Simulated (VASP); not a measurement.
# Co (Fd-3m) in VASP: relaxation of cell and atoms with LDA

Aim: the relaxation of cell and atoms of Co with LDA.

All numbers are computed with VASP 6.6.1; they aren't measurements. Logs are shortened: lines on timing, memory, paths and dates and some standing lists are left out, and cuts for length are marked.

## 1. The cell of the first run

Symmetry: Fd-3m, No. 227, cubic system. The conventional cell has a = 4.589 Å, b = 4.589 Å, c = 4.589 Å, α = 90.00°, β = 90.00°, γ = 90.00°. Within 2.6 Å of Co (site symmetry -43m) lie 4 Co at 1.99 Å.

This isn't the form of Co at room conditions, which is hcp.

## 2. Relaxation of cell and atoms, LDA, collinear spin, ferromagnetic start, target pressure 29 GPa, at which the enthalpy is minimised

INCAR reads:

```
SYSTEM = Co
  PREC = Accurate
  ENCUT = 600
  EDIFF = 1E-6
  ISMEAR = -1
  SIGMA = 0.08
  LREAL = .FALSE.
  LASPH = .TRUE.
  NELM = 150
  ALGO = Normal
  ISIF = 3
  LWAVE = .FALSE.
  LCHARG = .FALSE.
  ISPIN = 2
  MAGMOM = 1.7 1.7
  LORBIT = 11
  LMAXMIX = 4
  IBRION = 2
  NSW = 32
  EDIFFG = -0.005
  PSTRESS = 290.0
```

KPOINTS reads:

```
regular mesh
0
G
  15 15 15
  0 0 0
```

POSCAR reads:

```
Co
1.0
    0.0000000000      2.2946820367      2.2946820367
    2.2946820367      0.0000000000      2.2946820367
    2.2946820367      2.2946820367      0.0000000000
Co
2
Direct
   -0.1250000000     -0.1250000000     -0.1250000000
    0.1250000000      0.1250000000      0.1250000000
```

Potentials or basis: VASP PAW LDA potentials, release 64 (Co).

On the command line:

```
> cat potpaw_LDA.64/Co/POTCAR > POTCAR
> mpirun -np 1 vasp_std > vasp.out
```

OUTCAR:

```text
SYSTEM = Co
   PREC = Accurate
   ENCUT = 600
   EDIFF = 1E-6
   ISMEAR = -1
   LREAL = .FALSE.
   LASPH = .TRUE.
   NELM = 150
   ISIF = 3
   ISPIN = 2
   LORBIT = 11
   IBRION = 2
   NSW = 32
   EDIFFG = -0.005
   PSTRESS = 290.0

 ion  position               nearest neighbor table
   1  0.875  0.875  0.875-   2 1.99   2 1.99   2 1.99   2 1.99
   2  0.125  0.125  0.125-   1 1.99   1 1.99   1 1.99   1 1.99

  LATTYP: Found a face centered cubic cell.
 ALAT       =     4.5893640734

  Lattice vectors:

 A1 = (   0.0000000000,   2.2946820367,   2.2946820367)
 A2 = (   2.2946820367,   0.0000000000,   2.2946820367)
 A3 = (   2.2946820367,   2.2946820367,   0.0000000000)

Analysis of symmetry for initial positions (statically):
=====================================================================
 Subroutine PRICEL returns:
 Original cell was already a primitive cell.

 Routine SETGRP: Setting up the symmetry group for a
 face centered cubic supercell.

 Subroutine GETGRP returns: Found 48 space group operations
 (whereof 12 operations were pure point group operations)
 out of a pool of 48 trial point group operations.

The static configuration has the point symmetry D_3d.
 The point group associated with its full space group is O_h .

Analysis of symmetry for dynamics (positions and initial velocities):
=====================================================================
 Subroutine PRICEL returns:
 Original cell was already a primitive cell.

 Routine SETGRP: Setting up the symmetry group for a
 face centered cubic supercell.

 Subroutine GETGRP returns: Found 48 space group operations
 (whereof 12 operations were pure point group operations)
 out of a pool of 48 trial point group operations.

The dynamic configuration has the point symmetry D_3d.
 The point group associated with its full space group is O_h .

Analysis of structural, dynamic, and magnetic symmetry:
=====================================================================
 Subroutine PRICEL returns:
 Original cell was already a primitive cell.

 Routine SETGRP: Setting up the symmetry group for a
 face centered cubic supercell.

 Subroutine GETGRP returns: Found 48 space group operations
 (whereof 12 operations were pure point group operations)
 out of a pool of 48 trial point group operations.

The overall configuration has the point symmetry D_3d.
 The point group associated with its full space group is O_h .

 Subroutine INISYM returns: Found 48 space group operations
 (whereof 12 operations are pure point group operations),
 and found     1 'primitive' translations

----------------------------------------------------------------------------------------
[... 122 lines left out ...]
   LEPSILON=     F    determine dielectric tensor
   LRPA    =     F    only Hartree local field effects (RPA)
 conjugate gradient relaxation of ions
 spin polarized calculation
  energy-cutoff  :      600.00
  volume of cell :       24.17
 maximum number of plane-waves:       869
 NGX is ok and might be reduce to    28
   NGX = 13   NGY = 13   NGZ = 13

--------------------------------------- Ionic step        1  -------------------------------------------

 number of electron      18.0000005 magnetization       0.0046245

 Free energy of the ion-electron system (eV)
  ---------------------------------------------------
  ext. energy  EPLUGINS =         0.00000000
  ---------------------------------------------------
  free energy    TOTEN  =       -13.40015035 eV

  energy without entropy =      -13.33334372  energy(sigma->0) =      -13.36674703

------------------------ aborting loop because EDIFF is reached ----------------------------------------

  FORCE on cell =-STRESS in cart. coord.  units (eV):
  Direction    XX          YY          ZZ          XY          YZ          ZX
  --------------------------------------------------------------------------------------
  -------------------------------------------------------------------------------------
  Total        3.7241699      3.7241699      3.7241699     -0.0000000      0.0000000     -0.0000000
  in kB      246.9121874    246.9121874    246.9121874     -0.0000000      0.0000000     -0.0000000
  external PRESSURE =     -43.0878126 kB  Pullay stress =     290.0000000 kB
[... 65 lines left out ...]
 number of electron      18.0000005 magnetization       0.0000003

 number of electron      18.0000005 magnetization      -0.0000003

 Free energy of the ion-electron system (eV)
  ---------------------------------------------------
  ext. energy  EPLUGINS =         0.00000000
  ---------------------------------------------------
  free energy    TOTEN  =       -13.33679542 eV

  energy without entropy =      -13.27163055  energy(sigma->0) =      -13.30421298

 E-fermi :   8.9502     XC(G=0): -12.8879

 val. band max:        8.9479835973   @ k =   0.4667   0.1333   0.0667
 cond. band min:       8.9588162052   @ k =  -0.1333   0.2000   0.0667
 fundamental gap:      0.0108326079
 Fermi energy:         8.9502148352

 spin component 1

 k-point     1 :       0.0000    0.0000    0.0000
  band No.  band energies     occupation
      1       0.7955      1.00000
      2       4.8116      1.00000
      3       4.8116      1.00000
      4       5.1918      1.00000
      5       5.1918      1.00000
      6       5.1918      1.00000
      7       7.5105      1.00000
      8       7.5105      1.00000
      9       7.5105      1.00000
     10       9.3956      0.00380
     11       9.3956      0.00380
     12      24.5107      0.00000
     13      24.5107      0.00000
     14      24.5107      0.00000
[... 403 lines left out ...]
      4       5.2450      1.00000
      5       5.3150      1.00000
      6       5.8541      1.00000
      7       6.7153      1.00000
      8       7.6965      1.00000
      9       7.7410      1.00000
     10       9.1091      0.12062
     11       9.5441      0.00060
     12      19.1380      0.00000
     13      20.0065      0.00000
     14      22.5028      0.00000
     15      23.0105      0.00000

 [... further k-points ...]

 spin component 2

 k-point     1 :       0.0000    0.0000    0.0000
  band No.  band energies     occupation
      1       0.7955      1.00000
      2       4.8116      1.00000
      3       4.8116      1.00000
      4       5.1918      1.00000
      5       5.1918      1.00000
      6       5.1918      1.00000
      7       7.5105      1.00000
      8       7.5105      1.00000
      9       7.5105      1.00000
     10       9.3956      0.00380
     11       9.3956      0.00380
     12      24.5107      0.00000
     13      24.5107      0.00000
     14      24.5107      0.00000
[... 448 lines left out ...]
  energy  without entropy=      -13.2716305470  energy(sigma->0) =      -13.30421298

  enthalpy is  TOTEN    =        -9.0313553398 eV   P V=        4.3054400794

 reached required accuracy - stopping structural energy minimisation

 total charge

# of ion       s       p       d       tot
------------------------------------------
    1        0.642   0.565   7.550   8.757
    2        0.642   0.565   7.550   8.757
--------------------------------------------------
tot          1.283   1.130  15.101  17.515

 magnetization (x)

# of ion       s       p       d       tot
------------------------------------------
    1        0.000   0.000   0.000   0.000
    2        0.000   0.000   0.000   0.000
--------------------------------------------------
tot          0.000   0.000   0.000   0.000
```

OSZICAR:

```text
N       E                     dE             d eps       ncg     rms          rms(c)
DAV:   1     0.935137601067E+02    0.93514E+02   -0.90672E+03  7256   0.173E+03
DAV:   2    -0.114064814033E+02   -0.10492E+03   -0.95574E+02  7207   0.270E+02
[... 23 lines left out ...]
DAV:   2    -0.133995410016E+02    0.16028E+00   -0.14115E+00  8432   0.222E+01    0.144E+00
DAV:   3    -0.133433739504E+02    0.56167E-01   -0.21470E-01  8362   0.896E+00    0.611E-01
DAV:   4    -0.133368080245E+02    0.65659E-02   -0.32949E-03  9076   0.603E-01    0.506E-02
DAV:   5    -0.133367828185E+02    0.25206E-04   -0.24647E-04  7718   0.215E-01    0.251E-02
DAV:   6    -0.133367951628E+02   -0.12344E-04   -0.14882E-05  8021   0.433E-02    0.423E-03
DAV:   7    -0.133367954192E+02   -0.25640E-06   -0.70759E-07  4726   0.120E-02
   3 F= -.90313553E+01 E0= -.89987729E+01  d E =-.526723E-02  mag=     0.0000
```

CONTCAR:

```text
Co
   1.00000000000000
    -0.0000000000000000    2.2826187449981266    2.2826187449981266
     2.2826187449981266    0.0000000000000000    2.2826187449981266
     2.2826187449981266    2.2826187449981266   -0.0000000000000000
  Co
     2
Direct
     0.8750000000000000    0.8750000000000000    0.8750000000000000
     0.1250000000000000    0.1250000000000000    0.1250000000000000

  0.00000000E+00  0.00000000E+00  0.00000000E+00
  0.00000000E+00  0.00000000E+00  0.00000000E+00
```

Wall time 2.1 min (1 thread of Intel Xeon Platinum 8488C (Sapphire Rapids), shared host); peak memory 0.21 GiB.

Results:

- Free energy: -13.3368 eV
- Relaxed volume: 11.89 Å³/atom
- Relaxed cell: a = 3.228 Å, b = 3.228 Å, c = 3.228 Å, α = 60.00°, β = 60.00°, γ = 60.00°
- Space group after relaxing (to 0.1 Å): Fd-3m (No. 227)
- Energy change on relaxing (the run minimises the enthalpy): +31.7 meV/atom
- Ionic steps: 3
- Pressure after relaxing: 29.0 GPa
- Band gap on the k mesh: zero (filled and empty bands overlap)
- Net moment: 0.00 μB per cell
- Valence electrons inside the program's atomic spheres: Co 8.76

Step by step:
| step | energy change (eV) | largest force (eV/Å) | pressure (GPa) | volume (Å³) |
| --- | --- | --- | --- | --- |
| 1 | 0.0000 | 0.0000 | 24.69 | 24.17 |
| 2 | 0.2181 | 0.0000 | 38.29 | 23.05 |
| 3 | 0.0634 | 0.0000 | 28.98 | 23.79 |

Final structure:
```yaml
crystal:
  lattice:
    - [0.00000, 2.28262, 2.28262]
    - [2.28262, 0.00000, 2.28262]
    - [2.28262, 2.28262, 0.00000]
  atoms:
    - { symbol: Co, position: [0.87500, 0.87500, 0.87500] }
    - { symbol: Co, position: [0.12500, 0.12500, 0.12500] }
```

Caveat: the cell is relaxed towards a set pressure, so the run minimises the enthalpy, not the energy; the moments typed at the start vanished in this run.
